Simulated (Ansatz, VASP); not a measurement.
Two plane-wave programs on Si

POSCAR

```
Si
1.0
    0.0000000000      2.6662876123      2.6662876123
    2.6662876123      0.0000000000      2.6662876123
    2.6662876123      2.6662876123      0.0000000000
Si
2
Direct
    0.5000000000      0.5000000000      0.5000000000
    0.7500000000      0.7500000000      0.7500000000
```

The input INCAR.step1:

```
SYSTEM = Si
ALGO = Normal ; EDIFF = 1E-5
ENCUT = 520 ; GGA = PE
ISIF = 2 ; ISMEAR = -1
LASPH = .TRUE. ; LCHARG = .FALSE.
LREAL = .FALSE. ; LWAVE = .TRUE.
NBANDS = 11 ; NELM = 100
PREC = Accurate ; SIGMA = 0.05
```

INCAR.step2

```
SYSTEM = Si
AEXX = 0.25 ; ALGO = Normal
EDIFF = 1E-6 ; ENCUT = 520
GGA = PE ; ISIF = 2
ISMEAR = -1 ; ISTART = 1
LASPH = .TRUE. ; LCHARG = .FALSE.
LHFCALC = .TRUE. ; LREAL = .FALSE.
LWAVE = .FALSE. ; NBANDS = 11
NELM = 100 ; PREC = Accurate
PRECFOCK = Normal ; SIGMA = 0.05
```

The input KPOINTS:

```
k-points
0
G
  6 6 6
  0 0 0
```

The input input:

```
crystal:
  lattice:
    - [0.0, 2.6662876123, 2.6662876123]
    - [2.6662876123, 0.0, 2.6662876123]
    - [2.6662876123, 2.6662876123, 0.0]
  atoms:
    - { symbol: Si, position: [0.5, 0.5, 0.5] }
    - { symbol: Si, position: [0.75, 0.75, 0.75] }
hamiltonian:
  xc: pbe0
  pseudopotentials: { kind: paw }
kpoints:
  mp_grid: { grid: [6, 6, 6] }
scf:
  occupations: { method: fermi_dirac, width: 0.05 }
output:
  forces: true
  stress: true
  eigenvalues: true
  write_density: true
  write_potential: true
  elf: true
  volumetric_format: npy
```

Alike in both runs: task single point; functional PBE0; k mesh 6 × 6 × 6; occupations fermi-dirac, width 0.05 eV; no spin polarisation.

```csv
,VASP,Ansatz
version,VASP 6.6.1,Ansatz 0.2.0
potentials or method,"VASP PAW PBE potentials, release 64 (Si)",Ansatz PAW
plane-wave cutoff (eV),520,420
valence electrons in the cell,8,8
```

Ansatz gave:

| Item | Value |
| --- | --- |
| gap on the k mesh at the Fermi level (eV) | 1.82 |
| least direct gap on the mesh (eV) | 4.00 |
| pressure (GPa) | 6.6 |

Which values does VASP return?

gap on the k mesh at the Fermi level (eV): 1.86; least direct gap on the mesh (eV): 4.04; pressure (GPa): 6.2.
